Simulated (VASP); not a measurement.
# SiC (P6_3mc) in VASP: further runs

The runs below take SiC through relaxation of cell and atoms, single point, with revPBE, RPBE+D3(BJ), PBEsol+D4, PBEsol.

All numbers are computed with VASP 6.6.1; they aren't measurements. Logs are shortened: lines on timing, memory, paths and dates and some standing lists are left out, and cuts for length are marked.

### Step 1. The cell of the first run

It takes space group P6_3mc (No. 186, hexagonal). The conventional cell has a = 3.095 Å, b = 3.095 Å, c = 15.170 Å, α = 90.00°, β = 90.00°, γ = 120.00°. Si (site symmetry 3m) has 4 C at 1.90 Å within 2.5 Å. Si (site symmetry 3m) has 4 C at 1.90 Å within 2.5 Å. Within 2.5 Å of Si (site symmetry 3m) lie 4 C at 1.90 Å. Within 2.5 Å of C (site symmetry 3m) lie 4 Si at 1.90 Å. Within 2.5 Å of C (site symmetry 3m) lie 4 Si at 1.90 Å. C (site symmetry 3m) has 4 Si at 1.90 Å within 2.5 Å.

### Step 2. Relaxation of cell and atoms, revPBE

Input file INCAR:

```
PREC = Accurate
ENCUT = 600
EDIFF = 1E-7
ISMEAR = -1
SIGMA = 0.05
LREAL = False
LASPH = True
NELM = 80
ALGO = Normal
ISIF = 3
LWAVE = False
LCHARG = False
GGA = RE
IBRION = 2
NSW = 60
EDIFFG = -0.01
```

Input file KPOINTS:

```
Automatic mesh
0
Gamma
  10 10 2
```

Input file POSCAR:

```
SiC
1.0
    3.0950000000      0.0000000000      0.0000000000
   -1.5475000000      2.6803486247      0.0000000000
    0.0000000000      0.0000000000     15.1700000000
Si C
6 6
Direct
    0.6666666667      0.3333333333      0.4583000000
    0.3333333333      0.6666666667      0.9583000000
    0.6666666667      0.3333333333      0.7917000000
    0.3333333333      0.6666666667      0.2917000000
    0.0000000000      0.0000000000      0.6250000000
    0.0000000000      0.0000000000      0.1250000000
    0.6666666667      0.3333333333      0.3333000000
    0.3333333333      0.6666666667      0.8333000000
    0.6666666667      0.3333333333      0.6667000000
    0.3333333333      0.6666666667      0.1667000000
    0.0000000000      0.0000000000      0.5000000000
    0.0000000000      0.0000000000      0.0000000000
```

Potentials or basis: VASP PAW PBE potentials, release 64 (Si, C).

The run is started by

```
> cat potpaw_PBE.64/Si/POTCAR potpaw_PBE.64/C/POTCAR > POTCAR
> mpirun -np 1 vasp_std > vasp.out
```

OUTCAR:

```text
PREC = Accurate
   ENCUT = 600
   EDIFF = 1E-7
   ISMEAR = -1
   LREAL = False
   LASPH = True
   NELM = 80
   ISIF = 3
   GGA = RE
   IBRION = 2
   NSW = 60
   EDIFFG = -0.01

 ion  position               nearest neighbor table
   1  0.667  0.333  0.458-  11 1.90  11 1.90  11 1.90   7 1.90   4 3.10   4 3.10   4 3.10   5 3.10
                             5 3.10   5 3.10
   2  0.333  0.667  0.958-  12 1.90  12 1.90  12 1.90   8 1.90   3 3.10   3 3.10   3 3.10   6 3.10
                             6 3.10   6 3.10
   3  0.667  0.333  0.792-   8 1.90   8 1.90   8 1.90   9 1.90   2 3.10   2 3.10   2 3.10   5 3.10
                             5 3.10   5 3.10
   4  0.333  0.667  0.292-   7 1.90   7 1.90   7 1.90  10 1.90   1 3.10   1 3.10   1 3.10   6 3.10
                             6 3.10   6 3.10
   5  0.000  0.000  0.625-   9 1.90   9 1.90   9 1.90  11 1.90   3 3.10   1 3.10   3 3.10   1 3.10
                             1 3.10   3 3.10
   6  0.000  0.000  0.125-  10 1.90  10 1.90  10 1.90  12 1.90   4 3.10   2 3.10   2 3.10   4 3.10
                             4 3.10   2 3.10
   7  0.667  0.333  0.333-   4 1.90   4 1.90   4 1.90   1 1.90
   8  0.333  0.667  0.833-   3 1.90   3 1.90   3 1.90   2 1.90
   9  0.667  0.333  0.667-   5 1.90   5 1.90   5 1.90   3 1.90
  10  0.333  0.667  0.167-   6 1.90   6 1.90   6 1.90   4 1.90
  11  0.000  0.000  0.500-   1 1.90   1 1.90   1 1.90   5 1.90
  12  0.000  0.000  0.000-   2 1.90   2 1.90   2 1.90   6 1.90

  LATTYP: Found a hexagonal cell.
 ALAT       =     3.0950000000
 C/A-ratio  =     4.9014539580

  Lattice vectors:

 A1 = (   3.0950000000,   0.0000000000,   0.0000000000)
 A2 = (  -1.5475000000,   2.6803486247,   0.0000000000)
 A3 = (   0.0000000000,   0.0000000000,  15.1700000000)

Analysis of symmetry for initial positions (statically):
=====================================================================
 Subroutine PRICEL returns:
 Original cell was already a primitive cell.

 Routine SETGRP: Setting up the symmetry group for a
 hexagonal supercell.

 Subroutine GETGRP returns: Found 12 space group operations
 (whereof  6 operations were pure point group operations)
 out of a pool of 24 trial point group operations.

The static configuration has the point symmetry C_3v.
 The point group associated with its full space group is C_6v.

Analysis of symmetry for dynamics (positions and initial velocities):
=====================================================================
 Subroutine PRICEL returns:
 Original cell was already a primitive cell.

 Routine SETGRP: Setting up the symmetry group for a
 hexagonal supercell.

 Subroutine GETGRP returns: Found 12 space group operations
 (whereof  6 operations were pure point group operations)
 out of a pool of 24 trial point group operations.

The dynamic configuration has the point symmetry C_3v.
 The point group associated with its full space group is C_6v.

 Subroutine INISYM returns: Found 12 space group operations
 (whereof  6 operations are pure point group operations),
 and found     1 'primitive' translations

----------------------------------------------------------------------------------------

                                     Primitive cell

  volume of cell :     125.8455

  direct lattice vectors                    reciprocal lattice vectors
     3.095000000  0.000000000  0.000000000     0.323101777  0.186542898  0.000000000
    -1.547500000  2.680348625  0.000000000     0.000000000  0.373085796  0.000000000
     0.000000000  0.000000000 15.170000000     0.000000000  0.000000000  0.065919578

  length of vectors
     3.095000000  3.095000000 15.170000000     0.373085796  0.373085796  0.065919578

  position of ions in fractional coordinates (direct lattice)
     0.666666667  0.333333333  0.458300000
     0.333333333  0.666666667  0.958300000
     0.666666667  0.333333333  0.791700000
     0.333333333  0.666666667  0.291700000
     0.000000000  0.000000000  0.625000000
     0.000000000  0.000000000  0.125000000
     0.666666667  0.333333333  0.333300000
     0.333333333  0.666666667  0.833300000
     0.666666667  0.333333333  0.666700000
     0.333333333  0.666666667  0.166700000
     0.000000000  0.000000000  0.500000000
     0.000000000  0.000000000  0.000000000

  ion indices of the primitive-cell ions
   primitive index   ion index
                 1           1
                 2           2
                 3           3
                 4           4
                 5           5
                 6           6
                 7           7
                 8           8
                 9           9
                10          10
                11          11
                12          12

----------------------------------------------------------------------------------------

 KPOINTS: Automatic mesh

Automatic generation of k-mesh.
 Grid dimensions read from file:
 generate k-points for:   10   10    2

 Generating k-lattice:

  Cartesian coordinates                     Fractional coordinates (reciprocal lattice)
     0.032310178  0.018654290  0.000000000     0.100000000  0.000000000  0.000000000
     0.000000000  0.037308580  0.000000000     0.000000000  0.100000000  0.000000000
     0.000000000  0.000000000  0.032959789     0.000000000  0.000000000  0.500000000

  Length of vectors
     0.037308580  0.037308580  0.032959789

  Shift w.r.t. Gamma in fractional coordinates (k-lattice)
     0.000000000  0.000000000  0.000000000

 Subroutine IBZKPT returns following result:
 ===========================================

 Found     28 irreducible k-points:

 Following reciprocal coordinates:
            Coordinates               Weight
  0.000000  0.000000  0.000000      1.000000
  0.100000 -0.000000  0.000000      6.000000
  0.200000 -0.000000  0.000000      6.000000
  0.300000 -0.000000  0.000000      6.000000
  0.400000 -0.000000  0.000000      6.000000
  0.500000 -0.000000  0.000000      3.000000
[... 16 lines left out ...]
  0.300000  0.100000  0.500000     12.000000
  0.400000  0.100000  0.500000     12.000000
 [... further k-points ...]
   k-points           NKPTS =     28   k-points in BZ     NKDIM =     28   number of bands    NBANDS=     31
   number of dos      NEDOS =    301   number of ions     NIONS =     12
   total plane-waves  NPLWV =  98784
   dimension x,y,z NGX =    28 NGY =   28 NGZ =  126
   dimension x,y,z NGXF=    56 NGYF=   56 NGZF=  252
   ions per type =               6   6
   NGX,Y,Z   is equivalent  to a cutoff of  15.04, 15.04, 13.81 a.u.
   NGXF,Y,Z  is equivalent  to a cutoff of  30.08, 30.08, 27.62 a.u.
 SYSTEM =  unknown system
   PREC   = accura    normal or accurate (medium, high low for compatibility)
   ISTART =      0    job   : 0-new  1-cont  2-samecut
   ICHARG =      2    charge: 1-file 2-atom 10-const
   ISPIN  =      1    spin polarized calculation?
   LNONCOLLINEAR =      F non collinear calculations
   LSORBIT =      F    spin-orbit coupling
   LASPH  =      T    aspherical Exc in radial PAW
   ENCUT  =  600.0 eV  44.10 Ry    6.64 a.u.   6.18  6.18 30.30*2*pi/ulx,y,z
   NELM   =     80;   NELMIN=  2; NELMDL= -5     # of ELM steps
   EDIFF  = 0.1E-06   stopping-criterion for ELM
   LREAL  =      F    real-space projection
   EDIFFG = -.1E-01   stopping-criterion for IOM
   NSW    =     60    number of steps for IOM
   IBRION =      2    ionic relax: 0-MD 1-quasi-New 2-CG
   NFREE  =      1    steps in history (QN), initial steepest desc. (CG)
   ISIF   =      3    stress and relaxation
   ISYM   =      2    0-nonsym 1-usesym 2-fastsym
   POTIM  = 0.5000    time-step for ionic-motion
   TEBEG  =    0.0;   TEEND  =   0.0 temperature during run
   PSTRESS=    0.0 pullay stress
   NELECT =      48.0000    total number of electrons
   NUPDOWN=      -1.0000    fix difference up-down
   EMIN   =  10.00;   EMAX   =-10.00  energy-range for DOS
   EFERMI =   0.00;   METHOD = LEGACY
   ISMEAR =    -1;   SIGMA  =   0.05  broadening in eV -4-tet -1-fermi 0-gaus
   EFERMI_NEDOS =   21; number of points for ismear=-14 and -15
   IALGO  =     38    algorithm
   IMIX   =      4    mixing-type and parameters
     AMIX     =   0.40;   BMIX     =  1.00
     AMIX_MAG =   1.60;   BMIX_MAG =  1.00
  volume/ion in A,a.u.               =      10.49        70.77
  Fermi-wavevector in a.u.,A,eV,Ry     =   1.187252  2.243580 19.178312  1.409566
  Thomas-Fermi vector in A             =   2.323407
   LORBIT       =      0    0 simple, 1 ext, 2 COOP (PROOUT), +10 PAW based schemes
   GGA     = RE    functional components
   LHFCALC =     F    Hartree Fock is set to
   AEXX    =    0.0000 exact exchange contribution
   IVDW    =     0    specifies the selected vdW correction
   LEPSILON=     F    determine dielectric tensor
   LRPA    =     F    only Hartree local field effects (RPA)
 conjugate gradient relaxation of ions
 non-spin polarized calculation
  energy-cutoff  :      600.00
  volume of cell :      125.85
 maximum number of plane-waves:      4226
 NGX is ok and might be reduce to    28
   NGX = 13   NGY = 13   NGZ = 61

--------------------------------------- Ionic step        1  -------------------------------------------

 number of electron      47.9999999 magnetization

 Free energy of the ion-electron system (eV)
  ---------------------------------------------------
  ext. energy  EPLUGINS =         0.00000000
  ---------------------------------------------------
  free energy    TOTEN  =       -86.71501337 eV

  energy without entropy =      -86.71501337  energy(sigma->0) =      -86.71501337

------------------------ aborting loop because EDIFF is reached ----------------------------------------

  FORCE on cell =-STRESS in cart. coord.  units (eV):
  Direction    XX          YY          ZZ          XY          YZ          ZX
  --------------------------------------------------------------------------------------
  -------------------------------------------------------------------------------------
  Total        1.4518090      1.4518090      2.0385733      0.0000000      0.0000000     -0.0000000
  in kB       18.4834292     18.4834292     25.9537074      0.0000000      0.0000000     -0.0000000
  external PRESSURE =      20.9735219 kB  Pullay stress =       0.0000000 kB
[... 261 lines left out ...]
  energy  without entropy=      -86.7240859352  energy(sigma->0) =      -86.72408594

--------------------------------------- Ionic step        7  -------------------------------------------

 number of electron      48.0000000 magnetization

 Free energy of the ion-electron system (eV)
  ---------------------------------------------------
  ext. energy  EPLUGINS =         0.00000000
  ---------------------------------------------------
  free energy    TOTEN  =       -86.72409709 eV

  energy without entropy =      -86.72409709  energy(sigma->0) =      -86.72409709

 E-fermi :   8.9580     XC(G=0): -11.2051

 val. band max:        7.9590422379   @ k =   0.0000   0.0000   0.0000
 cond. band min:       9.9972083821   @ k =   0.5000  -0.0000   0.0000
 fundamental gap:      2.0381661442
 Fermi energy:         8.9579765200

 k-point     1 :       0.0000    0.0000    0.0000
  band No.  band energies     occupation
      1      -7.3289      2.00000
      2      -6.8178      2.00000
      3      -6.7830      2.00000
      4      -5.3232      2.00000
      5      -5.2946      2.00000
      6      -3.8640      2.00000
[... 805 lines left out ...]
     30      13.1890      0.00000
     31      13.6763      0.00000

 [... further k-points ...]

------------------------ aborting loop because EDIFF is reached ----------------------------------------

  FORCE on cell =-STRESS in cart. coord.  units (eV):
  Direction    XX          YY          ZZ          XY          YZ          ZX
  --------------------------------------------------------------------------------------
  -------------------------------------------------------------------------------------
  Total        0.0475688      0.0475688      0.0102236      0.0000000      0.0000000      0.0000000
  in kB        0.5997630      0.5997630      0.1289026      0.0000000      0.0000000      0.0000000
  external PRESSURE =       0.4428095 kB  Pullay stress =       0.0000000 kB
[... 27 lines left out ...]
  FREE ENERGIE OF THE ION-ELECTRON SYSTEM (eV)
  ---------------------------------------------------
  free  energy   TOTEN  =       -86.7240970903 eV

  energy  without entropy=      -86.7240970901  energy(sigma->0) =      -86.72409709

 reached required accuracy - stopping structural energy minimisation
```

Wall time 9.6 min (1 thread of Intel Xeon Platinum 8259CL at 2.50GHz (Skylake/Cascade Lake), shared host); peak memory 0.35 GiB.

Results:

```yaml
Free_energy: -86.7241 eV
Relaxed_volume: 10.59 Å³/atom
Relaxed_cell: a = 3.104 Å, b = 3.104 Å, c = 15.231 Å, α = 90.00°, β = 90.00°, γ = 120.00°
Space_group_after_relaxing_to_0.1_Å: P6_3mc (No. 186)
Energy_gained_by_relaxing: 0.8 meV/atom
Ionic_steps: 7
Pressure_after_relaxing: 0.0 GPa
Largest_force_after_relaxing: 0.006 eV/Å
Band_gap_on_the_k_mesh: 2.04 eV (least direct gap 3.13 eV)
```

Forces in eV/Å, atoms in the order of the input:
```
Si   0.000  0.000 -0.003
Si   0.000  0.000 -0.003
Si   0.000  0.000 -0.003
Si   0.000  0.000 -0.003
Si   0.000  0.000 -0.002
Si   0.000  0.000 -0.002
C    0.000  0.000  0.002
C    0.000  0.000  0.002
C    0.000  0.000 -0.001
C    0.000  0.000 -0.001
C    0.000  0.000  0.006
C    0.000  0.000  0.006
```

The path:
```csv
step,energy change (eV),largest force (eV/Å),pressure (GPa),volume (Å³)
1,0.0000,0.1409,2.10,125.85
2,-0.0002,0.1087,-2.00,128.36
3,-0.0090,0.0281,0.00,127.10
4,-0.0090,0.0297,-0.04,127.12
5,-0.0091,0.0111,-0.06,127.14
6,-0.0091,0.0114,-0.06,127.14
7,-0.0091,0.0060,0.04,127.07
```

Final structure:
```cif
data_structure
_symmetry_space_group_name_H-M 'P 1'
_symmetry_Int_Tables_number 1
_cell_length_a 3.1039
_cell_length_b 3.1039
_cell_length_c 15.2306
_cell_angle_alpha 90.000
_cell_angle_beta 90.000
_cell_angle_gamma 120.000
_cell_volume 127.07
loop_
_atom_site_label
_atom_site_type_symbol
_atom_site_fract_x
_atom_site_fract_y
_atom_site_fract_z
_atom_site_occupancy
Si1 Si 0.66667 0.33333 0.45831 1
Si2 Si 0.33333 0.66667 0.95831 1
Si3 Si 0.66667 0.33333 0.79183 1
Si4 Si 0.33333 0.66667 0.29183 1
Si5 Si 0.00000 0.00000 0.62504 1
Si6 Si 0.00000 0.00000 0.12504 1
C1 C 0.66667 0.33333 0.33331 1
C2 C 0.33333 0.66667 0.83331 1
C3 C 0.66667 0.33333 0.66683 1
C4 C 0.33333 0.66667 0.16683 1
C5 C 0.00000 0.00000 0.49967 1
C6 C 0.00000 0.00000 0.99967 1
```

Levels at points of the mesh, in eV from the valence-band top:
```tsv
k point	band 21	band 22	band 23	band 24	band 25	band 26	band 27	band 28
(0.00, 0.00, 0.00)	-0.30	-0.03	0.00	0.00	5.01	5.18	5.58	6.05
(0.50, 0.00, 0.00)	-1.78	-1.76	-1.63	-1.09	2.04	2.22	3.20	3.86
(0.00, 0.00, 0.50)	-0.09	-0.09	-0.09	-0.09	5.08	5.08	5.81	5.81
(0.50, 0.00, 0.50)	-1.69	-1.69	-1.29	-1.29	2.08	2.08	3.42	3.42
```

Caveat: the PAW data sets were made with another functional, which shifts forces and pressure a little. As with any semilocal functional, this revPBE gap is likely too small.

### Step 3. Single point, RPBE+D3(BJ)

This run uses another cell than the first one, of 9.62 Å³/atom.

Input file INCAR:

```
  ALGO = Normal
  EDIFF = 1E-6
  ENCUT = 520
  GGA = RP
  ISIF = 2
  ISMEAR = -1
  IVDW = 12
  LASPH = True
  LCHARG = False
  LREAL = False
  LWAVE = False
  NBANDS = 36
  NELM = 100
  PREC = Accurate
  SIGMA = 0.05
```

Input file KPOINTS:

```
k-points
0
Gamma
  10 10 2
```

Input file POSCAR:

```
SiC
1.0
    3.0071817711      0.0000000000      0.0000000000
   -1.5035908855      2.6042958076      0.0000000000
    0.0000000000      0.0000000000     14.7464392702
Si C
6 6
Direct
    0.6666666667      0.3333333333      0.4583666413
    0.3333333333      0.6666666667      0.9583666413
    0.6666666667      0.3333333333      0.7918367998
    0.3333333333      0.6666666667      0.2918367998
    0.0000000000      0.0000000000      0.6249899187
    0.0000000000      0.0000000000      0.1249899187
    0.6666666667      0.3333333333      0.3333243216
    0.3333333333      0.6666666667      0.8333243216
    0.6666666667      0.3333333333      0.6667863257
    0.3333333333      0.6666666667      0.1667863257
    0.0000000000      0.0000000000      0.4996959929
    0.0000000000      0.0000000000     -0.0003040071
```

Potentials or basis: VASP PAW PBE potentials, release 64 (Si, C).

The run is started by

```
> cat potpaw_PBE.64/Si/POTCAR potpaw_PBE.64/C/POTCAR > POTCAR
> mpirun -np 1 vasp_std > vasp.out
```

It took 2.8 min on 1 thread of Intel Xeon Platinum 8259CL at 2.50GHz (Skylake/Cascade Lake), shared host; peak memory 0.28 GiB.

Results (log left out):

| Quantity | Value |
| --- | --- |
| Free energy | -99.9726 eV |
| Pressure | -0.7 GPa |
| Band gap on the k mesh | 2.01 eV (least direct gap 3.12 eV) |
| Dispersion energy per atom | -1.241 eV |

Levels at points of the mesh, in eV from the valence-band top:
```
           k point  band 22  band 23  band 24  band 25  band 26  band 27
(0.00, 0.00, 0.00)    -0.03     0.00     0.00     5.85     6.01     6.46
(0.50, 0.00, 0.00)    -1.83    -1.71    -1.11     2.01     2.25     3.36
(0.00, 0.00, 0.50)    -0.10    -0.10    -0.10     5.92     5.92     6.68
(0.50, 0.00, 0.50)    -1.75    -1.33    -1.33     2.08     2.08     3.58
```

Caveat: the PAW data sets were made with another functional, which shifts forces and pressure a little.

(Part 1 of 2 ends here.)
